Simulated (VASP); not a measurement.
# CuNi2O3 (P-3m1) in VASP: further runs

The runs below take CuNi2O3 through single point, with PBE.

Everything below comes from runs of VASP 6.6.1. Logs are shortened: lines on timing, memory, paths and dates and some standing lists are left out, and cuts for length are marked.

### 1 The cell of the first run

It takes space group P-3m1 (No. 164, trigonal). Conventional cell: a = 2.939 Å, b = 2.939 Å, c = 7.300 Å, α = 90.00°, β = 90.00°, γ = 120.00°. Within 2.8 Å of Cu (site symmetry -3m) lie 6 O at 2.15 Å. Ni (site symmetry 3m) has 6 O at 2.03 to 2.09 Å within 2.7 Å. Within 3.0 Å of O (site symmetry -3m) lie 6 Ni at 2.09 Å and 12 O at 2.88 to 2.94 Å. Within 2.7 Å of O (site symmetry 3m) lie 3 Ni at 2.03 Å and 3 Cu at 2.15 Å.

### 2 Single point, PBE, collinear spin (9.10 Å³/atom)

File INCAR:

```
PREC = Accurate
ENCUT = 520
EDIFF = 1E-7
ISMEAR = 0
SIGMA = 0.1
LREAL = F
LASPH = T
NELM = 150
ALGO = Normal
ISIF = 2
LWAVE = F
LCHARG = T
ISPIN = 2
MAGMOM = -0.21 1.44 1.44 0.22 0.13 0.13
LORBIT = 11
LMAXMIX = 4
GGA = PE
LELF = T
LVHAR = T
NBANDS = 38
```

File KPOINTS:

```
regular mesh
0
Gamma
  12 12 4
```

File POSCAR:

```
CuNi2O3
1.0
    2.9391347022      0.0000000000      0.0000000000
   -1.4695673511      2.5453653173      0.0000000000
    0.0000000000      0.0000000000      7.3003288298
Cu Ni O
1 2 3
Direct
    0.0000000000      0.0000000000      0.0000000000
    0.3333333333      0.6666666667      0.6666340772
    0.6666666667      0.3333333333      0.3333659228
    0.0000000000      0.0000000000      0.5000000000
    0.3333333333      0.6666666667      0.1816072599
    0.6666666667      0.3333333333      0.8183927401
```

Potentials or basis: VASP PAW PBE potentials, release 64 (Cu, Ni, O).

On the command line:

```console
$ cat potpaw_PBE.64/Cu/POTCAR potpaw_PBE.64/Ni/POTCAR potpaw_PBE.64/O/POTCAR > POTCAR
$ mpirun -np 1 vasp_std > vasp.out
```

OUTCAR:

```text
PREC = Accurate
   ENCUT = 520
   EDIFF = 1E-7
   ISMEAR = 0
   LREAL = F
   LASPH = T
   NELM = 150
   ISIF = 2
   ISPIN = 2
   LORBIT = 11
   GGA = PE

 ion  position               nearest neighbor table
   1  0.000  0.000  0.000-   5 2.15   6 2.15   6 2.15   5 2.15   6 2.15   5 2.15
   2  0.333  0.667  0.667-   6 2.03   6 2.03   6 2.03   4 2.09   4 2.09   4 2.09   3 2.97   3 2.97
                             3 2.97
   3  0.667  0.333  0.333-   5 2.03   5 2.03   5 2.03   4 2.09   4 2.09   4 2.09   2 2.97   2 2.97
                             2 2.97
   4  0.000  0.000  0.500-   2 2.09   3 2.09   3 2.09   2 2.09   3 2.09   2 2.09
   5  0.333  0.667  0.182-   3 2.03   3 2.03   3 2.03   1 2.15   1 2.15   1 2.15
   6  0.667  0.333  0.818-   2 2.03   2 2.03   2 2.03   1 2.15   1 2.15   1 2.15

  LATTYP: Found a hexagonal cell.
 ALAT       =     2.9391347022
 C/A-ratio  =     2.4838360843

  Lattice vectors:

 A1 = (   2.9391347022,   0.0000000000,   0.0000000000)
 A2 = (  -1.4695673511,   2.5453653173,   0.0000000000)
 A3 = (   0.0000000000,   0.0000000000,   7.3003288298)

Analysis of symmetry for initial positions (statically):
=====================================================================
 Subroutine PRICEL returns:
 Original cell was already a primitive cell.

 Routine SETGRP: Setting up the symmetry group for a
 hexagonal supercell.

 Subroutine GETGRP returns: Found 12 space group operations
 (whereof 12 operations were pure point group operations)
 out of a pool of 24 trial point group operations.

The static configuration has the point symmetry D_3d.

Analysis of symmetry for dynamics (positions and initial velocities):
=====================================================================
 Subroutine PRICEL returns:
 Original cell was already a primitive cell.

 Routine SETGRP: Setting up the symmetry group for a
 hexagonal supercell.

 Subroutine GETGRP returns: Found 12 space group operations
 (whereof 12 operations were pure point group operations)
 out of a pool of 24 trial point group operations.

The dynamic configuration has the point symmetry D_3d.

Analysis of structural, dynamic, and magnetic symmetry:
=====================================================================
 Subroutine PRICEL returns:
 Original cell was already a primitive cell.

 Routine SETGRP: Setting up the symmetry group for a
 hexagonal supercell.

 Subroutine GETGRP returns: Found 12 space group operations
 (whereof 12 operations were pure point group operations)
 out of a pool of 24 trial point group operations.

The overall configuration has the point symmetry D_3d.

 Subroutine INISYM returns: Found 12 space group operations
 (whereof 12 operations are pure point group operations),
 and found     1 'primitive' translations

----------------------------------------------------------------------------------------

                                     Primitive cell

  volume of cell :      54.6150

  direct lattice vectors                    reciprocal lattice vectors
     2.939134702  0.000000000  0.000000000     0.340236192  0.196435457  0.000000000
    -1.469567351  2.545365317  0.000000000     0.000000000  0.392870915  0.000000000
     0.000000000  0.000000000  7.300328830     0.000000000  0.000000000  0.136980131

  length of vectors
     2.939134702  2.939134702  7.300328830     0.392870915  0.392870915  0.136980131

  position of ions in fractional coordinates (direct lattice)
     0.000000000  0.000000000  0.000000000
     0.333333333  0.666666667  0.666634077
     0.666666667  0.333333333  0.333365923
     0.000000000  0.000000000  0.500000000
     0.333333333  0.666666667  0.181607260
     0.666666667  0.333333333  0.818392740

  ion indices of the primitive-cell ions
   primitive index   ion index
                 1           1
                 2           2
                 3           3
                 4           4
                 5           5
                 6           6

----------------------------------------------------------------------------------------
[... 49 lines left out ...]
  0.166667  0.000000  0.250000      6.000000
  0.000000  0.166667  0.250000      6.000000
 [... further k-points ...]
   k-points           NKPTS =     69   k-points in BZ     NKDIM =     69   number of bands    NBANDS=     38
   number of dos      NEDOS =    301   number of ions     NIONS =      6
   total plane-waves  NPLWV =  31104
   dimension x,y,z NGX =    24 NGY =   24 NGZ =   54
   dimension x,y,z NGXF=    48 NGYF=   48 NGZF=  108
   ions per type =               1   2   3
   NGX,Y,Z   is equivalent  to a cutoff of  13.58, 13.58, 12.30 a.u.
   NGXF,Y,Z  is equivalent  to a cutoff of  27.15, 27.15, 24.59 a.u.
 SYSTEM =  unknown system
   PREC   = accura    normal or accurate (medium, high low for compatibility)
   ISTART =      0    job   : 0-new  1-cont  2-samecut
   ICHARG =      2    charge: 1-file 2-atom 10-const
   ISPIN  =      2    spin polarized calculation?
   LNONCOLLINEAR =      F non collinear calculations
   LSORBIT =      F    spin-orbit coupling
   LASPH  =      T    aspherical Exc in radial PAW
   ENCUT  =  520.0 eV  38.22 Ry    6.18 a.u.   5.46  5.46 13.57*2*pi/ulx,y,z
   NELM   =    150;   NELMIN=  2; NELMDL= -5     # of ELM steps
   EDIFF  = 0.1E-06   stopping-criterion for ELM
   LREAL  =      F    real-space projection
   EDIFFG = 0.1E-05   stopping-criterion for IOM
   NSW    =      0    number of steps for IOM
   IBRION =     -1    ionic relax: 0-MD 1-quasi-New 2-CG
   NFREE  =      0    steps in history (QN), initial steepest desc. (CG)
   ISIF   =      2    stress and relaxation
   ISYM   =      2    0-nonsym 1-usesym 2-fastsym
   POTIM  = 0.5000    time-step for ionic-motion
   TEBEG  =    0.0;   TEEND  =   0.0 temperature during run
   PSTRESS=    0.0 pullay stress
   NELECT =      49.0000    total number of electrons
   NUPDOWN=      -1.0000    fix difference up-down
   EMIN   =  10.00;   EMAX   =-10.00  energy-range for DOS
   EFERMI =   0.00;   METHOD = LEGACY
   ISMEAR =     0;   SIGMA  =   0.10  broadening in eV -4-tet -1-fermi 0-gaus
   EFERMI_NEDOS =   21; number of points for ismear=-14 and -15
   IALGO  =     38    algorithm
   IMIX   =      4    mixing-type and parameters
     AMIX     =   0.40;   BMIX     =  1.00
     AMIX_MAG =   1.60;   BMIX_MAG =  1.00
  volume/ion in A,a.u.               =       9.10        61.43
  Fermi-wavevector in a.u.,A,eV,Ry     =   1.578954  2.983791 33.920632  2.493096
  Thomas-Fermi vector in A             =   2.679407
   LORBIT       =     11    0 simple, 1 ext, 2 COOP (PROOUT), +10 PAW based schemes
   GGA     = PE    functional components
   LHFCALC =     F    Hartree Fock is set to
   AEXX    =    0.0000 exact exchange contribution
   IVDW    =     0    specifies the selected vdW correction
   LEPSILON=     F    determine dielectric tensor
   LRPA    =     F    only Hartree local field effects (RPA)
 spin polarized calculation
 Gauss-broadening in eV      SIGMA  =   0.10
  energy-cutoff  :      520.00
  volume of cell :       54.62
 maximum number of plane-waves:      1521
 NGX is ok and might be reduce to    24
   NGX = 11   NGY = 11   NGZ = 27

 number of electron      48.9999987 magnetization       2.9797931

 Free energy of the ion-electron system (eV)
  ---------------------------------------------------
  ext. energy  EPLUGINS =         0.00000000
  ---------------------------------------------------
  free energy    TOTEN  =       -32.78371959 eV

  energy without entropy =      -32.77153434  energy(sigma->0) =      -32.77762696

 E-fermi :   7.5980     XC(G=0): -12.6691

 val. band max:        7.5969637528   @ k =   0.4167   0.0833   0.0000
 cond. band min:       7.6134940710   @ k =   0.2500   0.0000   0.5000
 fundamental gap:      0.0165303182
 Fermi energy:         7.5980004152

 spin component 1

 k-point     1 :       0.0000    0.0000    0.0000
  band No.  band energies     occupation
      1     -12.7640      1.00000
      2     -11.8790      1.00000
      3     -11.6288      1.00000
      4       0.3169      1.00000
      5       0.4088      1.00000
      6       1.9129      1.00000
[... 925 lines left out ...]
     35      22.4768      0.00000
     36      22.5777      0.00000

 [... further k-points ...]

 spin component 2

 k-point     1 :       0.0000    0.0000    0.0000
  band No.  band energies     occupation
      1     -12.5126      1.00000
      2     -11.6591      1.00000
      3     -11.3369      1.00000
      4       0.5774      1.00000
      5       0.5826      1.00000
      6       2.8611      1.00000
[... 925 lines left out ...]
     35      22.5842      0.00000
     36      22.7430      0.00000

 [... further k-points ...]

 [bands above 36 left out]

------------------------ aborting loop because EDIFF is reached ----------------------------------------

  FORCE on cell =-STRESS in cart. coord.  units (eV):
  Direction    XX          YY          ZZ          XY          YZ          ZX
  --------------------------------------------------------------------------------------
  -------------------------------------------------------------------------------------
  Total        2.0413227      2.0413227      2.0168223      0.0000000      0.0000000      0.0000000
  in kB       59.8839180     59.8839180     59.1651801      0.0000000      0.0000000      0.0000000
  external PRESSURE =      59.6443387 kB  Pullay stress =       0.0000000 kB

 VOLUME and BASIS-vectors are now :
 -----------------------------------------------------------------------------
  energy-cutoff  :      520.00
  volume of cell :       54.62
      direct lattice vectors                 reciprocal lattice vectors
     2.939134702  0.000000000  0.000000000     0.340236192  0.196435457  0.000000000
    -1.469567351  2.545365317  0.000000000     0.000000000  0.392870915  0.000000000
     0.000000000  0.000000000  7.300328830     0.000000000  0.000000000  0.136980131

 POSITION                                       TOTAL-FORCE (eV/Angst)
 -----------------------------------------------------------------------------------
      0.00000      0.00000      0.00000        -0.000000      0.000000      0.000000
     -0.00000      1.69691      4.86665        -0.000000      0.000000     -0.020745
      1.46957      0.84846      2.43368         0.000000     -0.000000      0.020745
      0.00000      0.00000      3.65016        -0.000000      0.000000      0.000000
     -0.00000      1.69691      1.32579         0.000000      0.000000     -0.023842
      1.46957      0.84846      5.97454         0.000000     -0.000000      0.023842
 -----------------------------------------------------------------------------------
    total drift:                               -0.000000      0.000000      0.000000

  FREE ENERGIE OF THE ION-ELECTRON SYSTEM (eV)
  ---------------------------------------------------
  free  energy   TOTEN  =       -32.7837195859 eV

  energy  without entropy=      -32.7715343406  energy(sigma->0) =      -32.77762696

 total charge

# of ion       s       p       d       tot
------------------------------------------
    1        0.279   0.283   9.242   9.804
    2        0.355   0.445   8.247   9.048
    3        0.355   0.445   8.247   9.048
    4        1.560   3.422   0.000   4.982
    5        1.570   3.391   0.000   4.961
    6        1.570   3.391   0.000   4.961
--------------------------------------------------
tot          5.689  11.377  25.736  42.803

 magnetization (x)

# of ion       s       p       d       tot
------------------------------------------
    1        0.016   0.014  -0.182  -0.152
    2        0.005   0.009   1.284   1.299
    3        0.005   0.009   1.284   1.299
    4        0.025   0.163   0.000   0.188
    5        0.013   0.108   0.000   0.121
    6        0.013   0.108   0.000   0.121
--------------------------------------------------
tot          0.078   0.411   2.387   2.876
```

Wall time 8.4 min (1 thread of Intel Xeon 8259CL, shared host); peak memory 0.36 GiB.

Results:

- Free energy: -32.7837 eV
- Pressure: 6.0 GPa
- Largest force: 0.024 eV/Å
- Band gap on the k mesh: zero (filled and empty bands overlap)
- Net moment: 2.98 μB per cell
- Site moments: Cu -0.15; Ni +1.30; O +0.19, +0.12 (each value once) μB
- Valence electrons inside the program's atomic spheres: Cu 9.80; Ni 9.05; O 4.98, 4.96 (each value once)

Forces on the atoms (eV/Å):
```
Cu   0.000  0.000  0.000
Ni   0.000  0.000 -0.021
Ni   0.000  0.000  0.021
O    0.000  0.000  0.000
O    0.000  0.000 -0.024
O    0.000  0.000  0.024
```

Levels at points of the mesh, in eV from the Fermi level:
Spin up:
```
           k point  band 23  band 24  band 25  band 26  band 27  band 28  band 29  band 30
(0.00, 0.00, 0.00)    -1.63    -0.02    -0.02     0.05     0.05     1.44     5.15     5.22
(0.50, 0.00, 0.00)    -1.27    -0.34    -0.12    -0.12    -0.08     5.79     6.42     7.30
(0.00, 0.00, 0.50)    -1.24    -1.13    -1.13     0.50     0.50     2.73     3.40     5.74
(0.50, 0.00, 0.50)    -1.27    -1.26    -1.09     0.50     0.54     5.44     6.31     7.38
```
Spin down:
```csv
k point,band 20,band 21,band 22,band 23,band 24,band 25,band 26,band 27
"(0.00, 0.00, 0.00)",-1.33,-1.33,-1.33,-0.93,0.89,0.89,1.61,1.62
"(0.50, 0.00, 0.00)",-0.97,-0.88,-0.80,-0.77,0.73,0.81,1.43,1.58
"(0.00, 0.00, 0.50)",-1.27,-1.00,-1.00,-0.82,0.42,0.42,1.83,1.83
"(0.50, 0.00, 0.50)",-0.98,-0.87,-0.79,-0.75,0.38,0.46,1.83,1.85
```

Caveat: the cell stands under pressure; semilocal functionals often make such compounds metallic where correlation or magnetic order opens a gap, which also shifts bond lengths.

### 3 Single point, PBE, collinear spin

This run uses another cell than the first one, of 9.38 Å³/atom.

File INCAR:

```
SYSTEM = CuNi2O3
  ALGO = Normal
  EDIFF = 1E-7
  ENCUT = 520
  GGA = PE
  ISIF = 2
  ISMEAR = 0
  ISPIN = 2
  LASPH = .TRUE.
  LCHARG = .FALSE.
  LMAXMIX = 4
  LORBIT = 11
  LREAL = .FALSE.
  LWAVE = .FALSE.
  MAGMOM = -0.25 1.46 1.46 0.23 0.12 0.12
  NBANDS = 38
  NELM = 150
  PREC = Accurate
  SIGMA = 0.1
```

File KPOINTS:

```
k-points
0
G
  12 12 4
  0 0 0
```

File POSCAR:

```
CuNi2O3
1.0
    2.9693093739      0.0000000000      0.0000000000
   -1.4846546870      2.5714973495      0.0000000000
    0.0000000000      0.0000000000      7.3739259258
Cu Ni O
1 2 3
Direct
    0.0000000000      0.0000000000      0.0000000000
    0.3333333333      0.6666666667      0.6666225975
    0.6666666667      0.3333333333      0.3333774025
    0.0000000000      0.0000000000      0.5000000000
    0.3333333333      0.6666666667      0.1825481623
    0.6666666667      0.3333333333      0.8174518377
```

Potentials or basis: VASP PAW PBE potentials, release 64 (Cu, Ni, O).

On the command line:

```console
$ cat potpaw_PBE.64/Cu/POTCAR potpaw_PBE.64/Ni/POTCAR potpaw_PBE.64/O/POTCAR > POTCAR
$ mpirun -np 1 vasp_std > vasp.out
```

It took 7.9 min on 1 thread of Intel Xeon 8259CL, shared host; peak memory 0.35 GiB.

It converged, with:

| Property | Result |
| --- | --- |
| Free energy | -32.8164 eV |
| Pressure | 0.0 GPa |
| Largest force | 0.026 eV/Å |
| Band gap on the k mesh | zero (filled and empty bands overlap) |
| Net moment | 2.99 μB per cell |
| Site moments | Cu -0.17; Ni +1.31; O +0.19, +0.12 (each value once) μB |
| Valence electrons inside the program's atomic spheres | Cu 9.77; Ni 8.99; O 4.97, 4.95 (each value once) |

Forces in eV/Å, atoms in the order of the input:
```
Cu   0.000  0.000  0.000
Ni   0.000  0.000 -0.026
Ni   0.000  0.000  0.026
O    0.000  0.000  0.000
O    0.000  0.000 -0.024
O    0.000  0.000  0.024
```

Levels at points of the mesh, in eV from the Fermi level:
Spin up:
```tsv
k point	band 22	band 23	band 24	band 25	band 26	band 27	band 28	band 29	band 30	band 31
(0.00, 0.00, 0.00)	-1.61	-1.57	-0.02	-0.02	0.05	0.05	1.30	5.04	5.12	9.80
(0.50, 0.00, 0.00)	-1.37	-1.21	-0.35	-0.12	-0.12	-0.08	5.63	6.32	7.22	9.04
(0.00, 0.00, 0.50)	-1.18	-1.18	-1.08	-1.08	0.47	0.47	2.60	3.27	5.71	9.47
(0.50, 0.00, 0.50)	-1.37	-1.21	-1.20	-1.06	0.48	0.51	5.40	6.12	7.23	9.53
```
Spin down:
```csv
k point,band 21,band 22,band 23,band 24,band 25,band 26
"(0.00, 0.00, 0.00)",-1.26,-1.26,-0.87,0.90,0.90,1.48
"(0.50, 0.00, 0.00)",-0.84,-0.76,-0.75,0.72,0.82,1.42
"(0.00, 0.00, 0.50)",-0.96,-0.96,-0.77,0.48,0.48,1.81
"(0.50, 0.00, 0.50)",-0.83,-0.76,-0.73,0.43,0.47,1.81
```

Caveat: semilocal functionals often make such compounds metallic where correlation or magnetic order opens a gap, which also shifts bond lengths. With open d or f shells a metallic result of PBE can be an artefact of self-interaction; +U or a hybrid may open a gap.
